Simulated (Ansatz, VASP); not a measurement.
# Se: VASP beside Ansatz

```
Se
1.0
     5.68100    3.27993    1.47633
    -5.68100    3.27993    1.47633
     0.00000   -6.55985    1.47633
Se
6
Direct
  0.28066 0.16251 0.91818
  0.91818 0.28066 0.16251
  0.16251 0.91818 0.28066
  0.71934 0.83749 0.08182
  0.08182 0.71934 0.83749
  0.83749 0.08182 0.71934
```

Alike in both runs: task single point; functional PBEsol; k mesh 6 × 6 × 6; occupations fermi-dirac, width 0.01 eV; no spin polarisation.

|  | VASP | Ansatz |
| --- | --- | --- |
| version | VASP 6.6.1 | Ansatz 0.2.0 |
| potentials or method | VASP PAW PBE potentials, release 64 (Se), cutoff 520 eV | all-electron LAPW, scalar-relativistic |

Ansatz gave:

```
gap on the k mesh at the Fermi level (eV)                     : 1.14
pressure (GPa)                                                : 0.1
traceless stress, the component that is largest in VASP (GPa) : 0.16
rms of the force components (eV/Å)                            : 0.194
```

**Question.** Which values does VASP return?

**Answer.** gap on the k mesh at the Fermi level (eV): 1.12; pressure (GPa): 0.3; traceless stress, the component that is largest in VASP (GPa): 0.08; rms of the force components (eV/Å): 0.225.

VASP's potentials were made for PBE, not for PBEsol. Atom by atom the forces differ by 0.033 eV/Å (rms over components). Ansatz ran all-electron here, and VASP with PAW potentials.
